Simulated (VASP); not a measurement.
Write the native input for VASP 6.6.1 that does the following.

- Task: single point
- Functional: PBE
- Dispersion: D3(BJ)
- Potentials or basis: VASP PAW PBE potentials, release 64 (As, Ga_d)
- Cutoff: 520 eV
- k mesh: 6 × 6 × 1
- Occupations: gaussian, width 0.05 eV
- Spin: no spin polarisation
- Dipole correction: yes
- Further INCAR settings: LREAL = Auto; ALGO = Normal; EDIFF = 1e-06; NBANDS = 86

The structure of GaAs lies in POSCAR:

```
GaAs
1.0
    8.0274062240      0.0000000000      0.0000000000
   -4.0137031120      6.9519377164      0.0000000000
    0.0000000000      0.0000000000     23.0911958249
As Ga
8 8
Direct
    0.0000000000      0.0000000000      0.1732261954
    0.0000000000      0.5000000000      0.1732261954
    0.5000000000      0.0000000000      0.1732261954
    0.5000000000      0.5000000000      0.1732261954
    0.1666666667      0.3333333333      0.3238233816
    0.1666666667      0.8333333333      0.3238233816
    0.6666666667      0.3333333333      0.3238233816
    0.6666666667      0.8333333333      0.3238233816
    0.1666666667      0.3333333333      0.2087069788
    0.1666666667      0.8333333333      0.2087069788
    0.6666666667      0.3333333333      0.2087069788
    0.6666666667      0.8333333333      0.2087069788
    0.3333333333      0.1666666667      0.3525670947
    0.3333333333      0.6666666667      0.3525670947
    0.8333333333      0.1666666667      0.3525670947
    0.8333333333      0.6666666667      0.3525670947
```

One way to write it, as run:

INCAR

```
SYSTEM = GaAs
  PREC = Accurate
  ENCUT = 520
  EDIFF = 1E-6
  ISMEAR = 0
  SIGMA = 0.05
  LREAL = Auto
  LASPH = .True.
  NELM = 80
  ALGO = Normal
  ISIF = 2
  LWAVE = .False.
  LCHARG = .False.
  LDIPOL = .True.
  IDIPOL = 3
  DIPOL = 0.5 0.5 0.265
  GGA = PE
  IVDW = 12
  NBANDS = 86
```

KPOINTS

```
Automatic mesh
0
Gamma
  6 6 1
  0 0 0
```

Potentials or basis: VASP PAW PBE potentials, release 64 (As, Ga_d).

Command:

```sh
$ cat potpaw_PBE.64/As/POTCAR potpaw_PBE.64/Ga_d/POTCAR > POTCAR
$ mpirun -np 1 vasp_std > vasp.out
```

Results of the run:

The largest force is 0.485 eV/Å. The band gap on the k mesh is 0.05 eV. The dispersion energy per atom is -0.210 eV.

Run time: 65 min on 1 thread of Intel Xeon 8259CL, with other jobs on the host, peak memory 1.4 GiB.
